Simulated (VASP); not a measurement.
Here is a VASP 6.6.1 calculation.

Contents of INCAR:

```
SYSTEM = NaHf3NbBi3
ALGO = Normal
EDIFF = 1E-6
ENCUT = 500
GGA = PE
GGA_COMPAT = .FALSE.
ISIF = 2
ISMEAR = 0
LASPH = .TRUE.
LCHARG = .FALSE.
LREAL = .FALSE.
LWAVE = .FALSE.
NBANDS = 58
NELM = 120
PREC = Accurate
SIGMA = 0.2
```

The input KPOINTS:

```
k-points
0
G
  3 3 3
  0 0 0
```

The input POSCAR:

```
NaHf3NbBi3
1.0
    7.0363087446      0.0000000000      0.0000000000
   -3.5181543723      6.0936221217      0.0000000000
    0.0000000000      0.0000000000      7.8642417095
Na Hf Nb Bi
1 3 1 3
Direct
    0.3333333333      0.6666666667      0.0000000000
    0.5281088958      0.4718911042      0.5000000000
    0.5281088958      0.0562177915      0.5000000000
    0.9437822085      0.4718911042      0.5000000000
    0.3333333333      0.6666666667      0.5000000000
    0.6666666667      0.3333333333      0.1907999817
    0.6666666667      0.3333333333      0.8092000183
    0.0000000000      0.0000000000      0.0000000000
```

Potentials or basis: VASP PAW PBE potentials, release 64 (Na_pv, Hf_pv, Nb_sv, Bi_d).

The run is started by

```bash
$ cat potpaw_PBE.64/Na_pv/POTCAR potpaw_PBE.64/Hf_pv/POTCAR potpaw_PBE.64/Nb_sv/POTCAR potpaw_PBE.64/Bi_d/POTCAR > POTCAR
$ mpirun -np 1 vasp_std > vasp.out
```

Estimate the band gap on the k mesh.

zero (an odd number of electrons rules out a gap without spin polarisation).

Estimate the pressure.

0.2 GPa.

Estimate the largest force.

0.051 eV/Å.

Forces in eV/Å, atoms in the order of the input:
```
Na   0.000  0.000  0.000
Hf  -0.044  0.025  0.000
Hf   0.000 -0.051  0.000
Hf   0.044  0.025  0.000
Nb   0.000  0.000  0.000
Bi   0.000  0.000  0.039
Bi   0.000  0.000 -0.039
Bi   0.000  0.000  0.000
```

Caveat: spin-orbit coupling is left out, which moves the levels of the heavy elements.
